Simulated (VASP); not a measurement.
# Zn (R-3m) in VASP: notebook, part 2 of 2

VASP 6.6.1. Earlier steps stand in the parts before.

## 3. Single point, LDA

This run uses another cell than the first one, of the same volume but with other edges.

The input, INCAR:

```
SYSTEM = Zn
  ALGO = Fast
  EDIFF = 1E-6
  ENCUT = 520
  ISIF = 2
  ISMEAR = 0
  LASPH = .True.
  LCHARG = .True.
  LELF = .True.
  LREAL = .False.
  LVHAR = .True.
  LWAVE = .False.
  NBANDS = 12
  NELM = 100
  PREC = Accurate
  SIGMA = 0.15
```

The input, KPOINTS:

```
k-points
0
Gamma
  22 22 22
  0 0 0
```

The input, POSCAR:

```
Zn
1.0
   -2.1653198899      1.6020918368      1.6020918368
    1.6020918368     -2.1653198899      1.6020918368
    1.6020918368      1.6020918368     -2.1653198899
Zn
1
Direct
    0.0000000000      0.0000000000      0.0000000000
```

Potentials or basis: VASP PAW LDA potentials, release 64 (Zn).

Started as:

```
cat potpaw_LDA.64/Zn/POTCAR > POTCAR
mpirun -np 1 vasp_std > vasp.out
```

OUTCAR:

```text
SYSTEM = Zn
   EDIFF = 1E-6
   ENCUT = 520
   ISIF = 2
   ISMEAR = 0
   LASPH = .True.
   LREAL = .False.
   NELM = 100
   PREC = Accurate

 ion  position               nearest neighbor table
   1  0.000  0.000  0.000-

  LATTYP: Found a trigonal (rhomboedric) cell.
 ALAT       =     3.1340080939
 COS(alpha) =    -0.4450602107

  Lattice vectors:

 A1 = (  -2.1653198899,   1.6020918368,   1.6020918368)
 A2 = (   1.6020918368,  -2.1653198899,   1.6020918368)
 A3 = (   1.6020918368,   1.6020918368,  -2.1653198899)

Analysis of symmetry for initial positions (statically):
=====================================================================
 Subroutine PRICEL returns:
 Original cell was already a primitive cell.

 Routine SETGRP: Setting up the symmetry group for a
 trigonal (rhombohedral) supercell.

 Subroutine GETGRP returns: Found 12 space group operations
 (whereof 12 operations were pure point group operations)
 out of a pool of 12 trial point group operations.

The static configuration has the point symmetry D_3d.

Analysis of symmetry for dynamics (positions and initial velocities):
=====================================================================
 Subroutine PRICEL returns:
 Original cell was already a primitive cell.

 Routine SETGRP: Setting up the symmetry group for a
 trigonal (rhombohedral) supercell.

 Subroutine GETGRP returns: Found 12 space group operations
 (whereof 12 operations were pure point group operations)
 out of a pool of 12 trial point group operations.

The dynamic configuration has the point symmetry D_3d.

 Subroutine INISYM returns: Found 12 space group operations
 (whereof 12 operations are pure point group operations),
 and found     1 'primitive' translations

----------------------------------------------------------------------------------------

[... 111 lines left out ...]
  volume/ion in A,a.u.               =      14.75        99.50
  Fermi-wavevector in a.u.,A,eV,Ry     =   1.528459  2.888368 31.785732  2.336185
  Thomas-Fermi vector in A             =   2.636214
   LORBIT       =      0    0 simple, 1 ext, 2 COOP (PROOUT), +10 PAW based schemes
   GGA     = CA    functional components
   LHFCALC =     F    Hartree Fock is set to
   AEXX    =    0.0000 exact exchange contribution
   IVDW    =     0    specifies the selected vdW correction
   LEPSILON=     F    determine dielectric tensor
   LRPA    =     F    only Hartree local field effects (RPA)
 non-spin polarized calculation
 RMM-DIIS sequential band-by-band and
 Gauss-broadening in eV      SIGMA  =   0.15
  energy-cutoff  :      520.00
  volume of cell :       14.75
 maximum number of plane-waves:       413
   NGX = 11   NGY = 11   NGZ = 11

 number of electron      12.0000012 magnetization

 Free energy of the ion-electron system (eV)
  ---------------------------------------------------
  ext. energy  EPLUGINS =         0.00000000
  ---------------------------------------------------
  free energy    TOTEN  =         0.92197284 eV

  energy without entropy =        0.92517872  energy(sigma->0) =        0.92357578

 E-fermi :   2.9158     XC(G=0): -11.7907

 val. band max:        2.9083709605   @ k =   0.3636   0.3182   0.0909
 cond. band min:       2.9196265320   @ k =   0.4545   0.3636   0.3636
 fundamental gap:      0.0112555716
 Fermi energy:         2.9158341390

 k-point     1 :       0.0000    0.0000    0.0000
  band No.  band energies     occupation
      1      -9.4996      2.00000
      2      -6.8686      2.00000
      3      -5.6684      2.00000
      4      -5.6684      2.00000
      5      -3.8101      2.00000
      6      -3.8101      2.00000
      7      11.2248      0.00000
      8      11.2248      0.00000
      9      16.8186      0.00000
     10      17.1980      0.00000
     11      17.1980      0.00000
     12      19.1710      0.00000
[... 331 lines left out ...]
 k-point    24 :      -0.4545    0.0455   -0.0000
  band No.  band energies     occupation
      1      -7.3629      2.00000
      2      -7.1925      2.00000
      3      -4.8921      2.00000
      4      -4.7717      2.00000
      5      -4.0793      2.00000
      6       2.1392      2.00000
      7      12.0064      0.00000
      8      13.8181      0.00000
      9      15.1638      0.00000
     10      22.3112      0.00000
     11      22.9152      0.00000
     12      24.1395      0.00000

 [... further k-points ...]
[... 5 lines left out ...]
  --------------------------------------------------------------------------------------
  -------------------------------------------------------------------------------------
  Total        6.9808369      6.9808369      6.9808369      7.5499675      7.5499675      7.5499675
  in kB      758.5309381    758.5309381    758.5309381    820.3721129    820.3721129    820.3721129
  external PRESSURE =     758.5309381 kB  Pullay stress =       0.0000000 kB

 VOLUME and BASIS-vectors are now :
 -----------------------------------------------------------------------------
  energy-cutoff  :      520.00
  volume of cell :       14.75
      direct lattice vectors                 reciprocal lattice vectors
    -2.165319890  1.602091837  1.602091837     0.143907221  0.409341443  0.409341443
     1.602091837 -2.165319890  1.602091837     0.409341443  0.143907221  0.409341443
     1.602091837  1.602091837 -2.165319890     0.409341443  0.409341443  0.143907221

 POSITION                                       TOTAL-FORCE (eV/Angst)
 -----------------------------------------------------------------------------------
      0.00000      0.00000      0.00000         0.000000      0.000000     -0.000000
 -----------------------------------------------------------------------------------
    total drift:                               -0.000000      0.000000      0.000000

  FREE ENERGIE OF THE ION-ELECTRON SYSTEM (eV)
  ---------------------------------------------------
  free  energy   TOTEN  =         0.9219728365 eV

  energy  without entropy=        0.9251787244  energy(sigma->0) =        0.92357578
```

OSZICAR:

```text
N       E                     dE             d eps       ncg     rms          rms(c)
DAV:   1     0.468770247546E+02    0.46877E+02   -0.66762E+03 25240   0.162E+03
DAV:   2     0.241558705513E+01   -0.44461E+02   -0.42390E+02 25424   0.230E+02
DAV:   3     0.784336284006E+00   -0.16313E+01   -0.16290E+01 28292   0.422E+01
DAV:   4     0.779382181505E+00   -0.49541E-02   -0.49539E-02 26608   0.228E+00
DAV:   5     0.779377761808E+00   -0.44197E-05   -0.44200E-05 28436   0.658E-02    0.794E+00
RMM:   6     0.886412455434E+00    0.10703E+00   -0.10255E-01 30352   0.427E+00    0.490E+00
RMM:   7     0.917373685786E+00    0.30961E-01   -0.83797E-03 31251   0.134E+00    0.150E+00
RMM:   8     0.921960243312E+00    0.45866E-02   -0.23651E-03 30784   0.437E-01    0.616E-02
RMM:   9     0.921956322198E+00   -0.39211E-05   -0.40309E-04 32349   0.299E-01    0.541E-02
RMM:  10     0.921973277017E+00    0.16955E-04   -0.92205E-05 31886   0.111E-01    0.874E-03
RMM:  11     0.921972836452E+00   -0.44057E-06   -0.93572E-06 29847   0.362E-02
   1 F= 0.92197284E+00 E0= 0.92357578E+00  d E =-.320589E-02
```

It took 59 s on 1 thread of Intel Xeon 6975P-C (Granite Rapids), shared host; peak memory 0.27 GiB.

Results:

```yaml
Free_energy: 0.9220 eV
Pressure: 75.9 GPa
Band_gap_on_the_k_mesh: zero (band 6 reaches 7.09 eV, above the bottom of band 7 at -1.14 eV)
```

Stress tensor (GPa, compression positive):
```
75.85 82.04 82.04
82.04 75.85 82.04
82.04 82.04 75.85
```
